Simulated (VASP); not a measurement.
# SrSiH6 (Fm-3m) in VASP: notebook, part 2 of 2

VASP 6.6.1. The steps go on from the part before.

## (3) Relaxation of cell and atoms, r2SCAN+rVV10

This run uses another cell than the first one, of 15.01 Å³/atom.

Contents of POSCAR:

```
SrSiH6
1.0
    0.0000000000      3.9161598511      3.9161598511
    3.9161598511      0.0000000000      3.9161598511
    3.9161598511      3.9161598511      0.0000000000
Sr Si H
1 1 6
Direct
    0.5000000000      0.5000000000      0.5000000000
    0.0000000000      0.0000000000      0.0000000000
    0.7965382985      0.2034617015      0.2034617015
    0.2034617015      0.7965382985      0.7965382985
    0.2034617015      0.7965382985      0.2034617015
    0.7965382985      0.2034617015      0.7965382985
    0.2034617015      0.2034617015      0.7965382985
    0.7965382985      0.7965382985      0.2034617015
```

Contents of INCAR.step1:

```
SYSTEM = SrSiH6
  ALGO = Normal
  EDIFF = 1E-4
  ENCUT = 600
  GGA = PE
  ISMEAR = -1
  LASPH = .True.
  LCHARG = .False.
  LREAL = .False.
  LWAVE = .True.
  NELM = 60
  PREC = Accurate
  SIGMA = 0.03
```

Contents of INCAR.step2:

```
SYSTEM = SrSiH6
  ALGO = Normal
  BPARAM = 11.95
  CPARAM = 0.0093
  EDIFF = 1E-6
  EDIFFG = -0.01
  ENCUT = 600
  IBRION = 2
  ISIF = 3
  ISMEAR = -1
  ISTART = 1
  IVDW_NL = 2
  LASPH = .True.
  LCHARG = .False.
  LMIXTAU = .True.
  LREAL = .False.
  LUSE_VDW = .True.
  LWAVE = .False.
  METAGGA = R2SCAN
  NELM = 60
  NSW = 100
  PREC = Accurate
  SIGMA = 0.03
```

Contents of KPOINTS:

```
k-points
0
Gamma
  6 6 6
  0 0 0
```

Potentials or basis: VASP PAW PBE potentials, release 64 (Sr_sv, Si, H).

Run with:

```bash
> cat potpaw_PBE.64/Sr_sv/POTCAR potpaw_PBE.64/Si/POTCAR potpaw_PBE.64/H/POTCAR > POTCAR
> cp INCAR.step1 INCAR
> mpirun -np 1 vasp_std > vasp.out
> cp INCAR.step2 INCAR
> mpirun -np 1 vasp_std > vasp.out
```

OUTCAR:

```text
SYSTEM = SrSiH6
   BPARAM = 11.95
   EDIFF = 1E-6
   EDIFFG = -0.01
   ENCUT = 600
   IBRION = 2
   ISIF = 3
   ISMEAR = -1
   ISTART = 1
   IVDW_NL = 2
   LASPH = .True.
   LREAL = .False.
   METAGGA = R2SCAN
   NELM = 60
   NSW = 100
   PREC = Accurate

 ion  position               nearest neighbor table
   1  0.500  0.500  0.500-   3 2.32   4 2.32   5 2.32   6 2.32   7 2.32   8 2.32   2 3.92   2 3.92
                             2 3.92   2 3.92   2 3.92   2 3.92
   2  0.000  0.000  0.000-   3 1.59   4 1.59   5 1.59   6 1.59   7 1.59   8 1.59   1 3.92   1 3.92
                             1 3.92   1 3.92   1 3.92   1 3.92
   3  0.797  0.203  0.203-   2 1.59   1 2.32
   4  0.203  0.797  0.797-   2 1.59   1 2.32
   5  0.203  0.797  0.203-   2 1.59   1 2.32
   6  0.797  0.203  0.797-   2 1.59   1 2.32
   7  0.203  0.203  0.797-   2 1.59   1 2.32
   8  0.797  0.797  0.203-   2 1.59   1 2.32

  LATTYP: Found a face centered cubic cell.
 ALAT       =     7.8323197022

  Lattice vectors:

 A1 = (   0.0000000000,   3.9161598511,   3.9161598511)
 A2 = (   3.9161598511,   0.0000000000,   3.9161598511)
 A3 = (   3.9161598511,   3.9161598511,   0.0000000000)

Analysis of symmetry for initial positions (statically):
=====================================================================
 Subroutine PRICEL returns:
 Original cell was already a primitive cell.

 Routine SETGRP: Setting up the symmetry group for a
 face centered cubic supercell.

 Subroutine GETGRP returns: Found 48 space group operations
 (whereof 48 operations were pure point group operations)
 out of a pool of 48 trial point group operations.

The static configuration has the point symmetry O_h .

Analysis of symmetry for dynamics (positions and initial velocities):
=====================================================================
 Subroutine PRICEL returns:
 Original cell was already a primitive cell.

 Routine SETGRP: Setting up the symmetry group for a
 face centered cubic supercell.

 Subroutine GETGRP returns: Found 48 space group operations
 (whereof 48 operations were pure point group operations)
 out of a pool of 48 trial point group operations.
[... 120 lines left out ...]
   EFERMI_NEDOS =   21; number of points for ismear=-14 and -15
   IALGO  =     38    algorithm
   IMIX   =      4    mixing-type and parameters
     AMIX     =   0.40;   BMIX     =  1.00
     AMIX_MAG =   1.60;   BMIX_MAG =  1.00
  volume/ion in A,a.u.               =      15.01       101.33
  Fermi-wavevector in a.u.,A,eV,Ry     =   0.900633  1.701949 11.036222  0.811139
  Thomas-Fermi vector in A             =   2.023614
   LORBIT       =      0    0 simple, 1 ext, 2 COOP (PROOUT), +10 PAW based schemes
   METAGGA = R2SCAN    functional components
   LHFCALC =     F    Hartree Fock is set to
   AEXX    =    0.0000 exact exchange contribution
   IVDW_NL    =     2    kernel type
   BPARAM     =11.9500
   IVDW    =     0    specifies the selected vdW correction
   LEPSILON=     F    determine dielectric tensor
   LRPA    =     F    only Hartree local field effects (RPA)
 conjugate gradient relaxation of ions
 non-spin polarized calculation
  energy-cutoff  :      600.00
  volume of cell :      120.12
 maximum number of plane-waves:      4023
 NGX is ok and might be reduce to    48
   NGX = 23   NGY = 23   NGZ = 23

--------------------------------------- Ionic step        1  -------------------------------------------

 number of electron      19.9999999 magnetization

 Free energy of the ion-electron system (eV)
  ---------------------------------------------------
  ext. energy  EPLUGINS =         0.00000000
  ---------------------------------------------------
  free energy    TOTEN  =       -45.00548281 eV

  energy without entropy =      -45.00548281  energy(sigma->0) =      -45.00548281

------------------------ aborting loop because EDIFF is reached ----------------------------------------

  FORCE on cell =-STRESS in cart. coord.  units (eV):
  Direction    XX          YY          ZZ          XY          YZ          ZX
  --------------------------------------------------------------------------------------
  -------------------------------------------------------------------------------------
  Total       -0.4146756     -0.4146756     -0.4146756      0.0000000      0.0000000     -0.0000000
  in kB       -5.5310538     -5.5310538     -5.5310538      0.0000000      0.0000000     -0.0000000
  external PRESSURE =      -5.5310538 kB  Pullay stress =       0.0000000 kB
[... 113 lines left out ...]
--------------------------------------- Ionic step        4  -------------------------------------------

 number of electron      19.9999999 magnetization

 Free energy of the ion-electron system (eV)
  ---------------------------------------------------
  ext. energy  EPLUGINS =         0.00000000
  ---------------------------------------------------
  free energy    TOTEN  =       -45.01336912 eV

  energy without entropy =      -45.01336912  energy(sigma->0) =      -45.01336912

 E-fermi :  -0.4630     XC(G=0):  -7.2936

 val. band max:       -1.1674885572   @ k =  -0.3333   0.1667   0.0000
 cond. band min:       1.3655464744   @ k =   0.0000   0.0000   0.0000
 fundamental gap:      2.5330350316
 Fermi energy:        -0.4629943592

 k-point     1 :       0.0000    0.0000    0.0000
  band No.  band energies     occupation
      1     -36.5267      2.00000
      2     -17.9413      2.00000
      3     -17.9413      2.00000
      4     -17.9413      2.00000
      5      -9.9170      2.00000
      6      -4.3529      2.00000
      7      -4.3529      2.00000
      8      -4.3529      2.00000
      9      -1.9286      2.00000
     10      -1.9286      2.00000
     11       1.3655      0.00000
     12       3.2577      0.00000
     13       3.2577      0.00000
     14       3.2577      0.00000
[... 304 lines left out ...]
  FREE ENERGIE OF THE ION-ELECTRON SYSTEM (eV)
  ---------------------------------------------------
  free  energy   TOTEN  =       -45.0133691155 eV

  energy  without entropy=      -45.0133691155  energy(sigma->0) =      -45.01336912

 reached required accuracy - stopping structural energy minimisation
```

OSZICAR.step1:

```text
N       E                     dE             d eps       ncg     rms          rms(c)
DAV:   1     0.848755264307E+02    0.84876E+02   -0.90148E+03   480   0.119E+03
DAV:   2    -0.228265194511E+02   -0.10770E+03   -0.10528E+03   607   0.227E+02
DAV:   3    -0.305085600814E+02   -0.76820E+01   -0.76722E+01   916   0.581E+01
DAV:   4    -0.306258834868E+02   -0.11732E+00   -0.11729E+00   663   0.673E+00
DAV:   5    -0.306314122747E+02   -0.55288E-02   -0.55287E-02   775   0.904E-01    0.154E+01
DAV:   6    -0.287229666965E+02    0.19084E+01   -0.13981E+00   599   0.558E+00    0.102E+01
DAV:   7    -0.280518002348E+02    0.67117E+00   -0.27436E+00   557   0.795E+00    0.413E+00
DAV:   8    -0.281050061855E+02   -0.53206E-01   -0.37783E-01   537   0.296E+00    0.120E+00
DAV:   9    -0.280931218240E+02    0.11884E-01   -0.51019E-02   599   0.105E+00    0.656E-01
DAV:  10    -0.280998285315E+02   -0.67067E-02   -0.93818E-03   539   0.593E-01    0.747E-02
DAV:  11    -0.280999699621E+02   -0.14143E-03   -0.12054E-03   707   0.173E-01    0.242E-01
DAV:  12    -0.280999901881E+02   -0.20226E-04   -0.77074E-05   471   0.587E-02
   1 F= -.28099990E+02 E0= -.28099990E+02  d E =-.567578E-10
```

It took 26 min on 1 thread of Oxide Virtual Turin-like, shared host; peak memory 0.72 GiB.

Results:

```
Free energy                           : -45.0134 eV
Relaxed volume                        : 14.92 Å³/atom
Relaxed cell                          : a = 5.527 Å, b = 5.527 Å, c = 5.527 Å, α = 60.00°, β = 60.00°, γ = 60.00°
Space group after relaxing (to 0.1 Å) : Fm-3m (No. 225)
Energy gained by relaxing             : 1.0 meV/atom
Ionic steps                           : 4
Pressure after relaxing               : 0.1 GPa
Largest force after relaxing          : 0.007 eV/Å
Band gap on the k mesh                : 2.53 eV (least direct gap 3.29 eV)
```

Forces in eV/Å, atoms in the order of the input:
```
Sr   0.000  0.000  0.000
Si   0.000  0.000  0.000
H   -0.007  0.000  0.000
H    0.007  0.000  0.000
H    0.000 -0.007  0.000
H    0.000  0.007  0.000
H    0.000  0.000 -0.007
H    0.000  0.000  0.007
```

The path:
```csv
step,energy change (eV),largest force (eV/Å),pressure (GPa),volume (Å³)
1,0.0000,0.2027,-0.55,120.12
2,-0.0077,0.0160,0.09,119.22
3,-0.0077,0.0108,0.11,119.20
4,-0.0079,0.0075,0.08,119.37
```

Final structure:
```xyz
8
Lattice="0.0000 3.9080 3.9080 3.9080 0.0000 3.9080 3.9080 3.9080 0.0000" Properties=species:S:1:pos:R:3 pbc="T T T"
Sr    3.9080    3.9080    3.9080
Si    3.9080    3.9080    0.0000
H     1.5796    3.9080    3.9080
H     6.2363    3.9080    3.9080
H     3.9080    1.5796    3.9080
H     3.9080    6.2363    3.9080
H     3.9080    3.9080    1.5796
H     3.9080    3.9080    6.2363
```

Levels at points of the mesh, in eV from the valence-band top:
```csv
k point,band 7,band 8,band 9,band 10,band 11,band 12,band 13,band 14
"(0.00, 0.00, 0.00)",-3.19,-3.19,-0.76,-0.76,2.53,4.43,4.43,4.43
"(0.50, 0.00, 0.00)",-3.57,-3.57,-0.01,-0.01,4.20,4.94,5.73,5.73
"(0.50, 0.50, 0.00)",-3.37,-3.37,-1.12,-0.56,3.43,4.53,6.31,6.41
```

Caveat: the PAW data sets were made with another functional, which shifts forces and pressure a little. A k mesh can miss the band edges.
